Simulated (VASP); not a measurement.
SnO, 4 atoms in the cell. The structure is hexagonal, space group P6_3/mmc (No. 194). The conventional cell has a = 3.424 Å, b = 3.424 Å, c = 6.382 Å, α = 90.00°, β = 90.00°, γ = 120.00°. Sn (site symmetry -6m2) has 6 O at 2.54 Å within 3.4 Å. Within 3.4 Å of O (site symmetry -3m) lie 6 Sn at 2.54 Å and 2 O at 3.19 Å. 

- Program: VASP 6.6.1
- Task: single point
- Functional: PBE
- Potentials or basis: VASP PAW PBE potentials, release 64 (Sn_d, O)
- Cutoff: 520 eV
- k mesh: 18 × 18 × 8
- Occupations: gaussian, width 0.1 eV
- Spin: no spin polarisation
- Dipole correction: no
- Further INCAR settings: ALGO = Normal; EDIFF = 1e-07; NBANDS = 28

Potentials or basis: VASP PAW PBE potentials, release 64 (Sn_d, O).

Command:

```sh
$ cat potpaw_PBE.64/Sn_d/POTCAR potpaw_PBE.64/O/POTCAR > POTCAR
$ mpirun -np 1 vasp_std > vasp.out
```

Hardware: 1 thread of Intel(R) Xeon(R) 6975P-C (Granite Rapids), on a shared host.

Problem. Estimate the wall time of this run.

Solution. Wall time 2.8 min on 1 thread of Intel(R) Xeon(R) 6975P-C (Granite Rapids) (shared host), peak memory 0.38 GiB. Counts: scf iterations 15, k points 185.
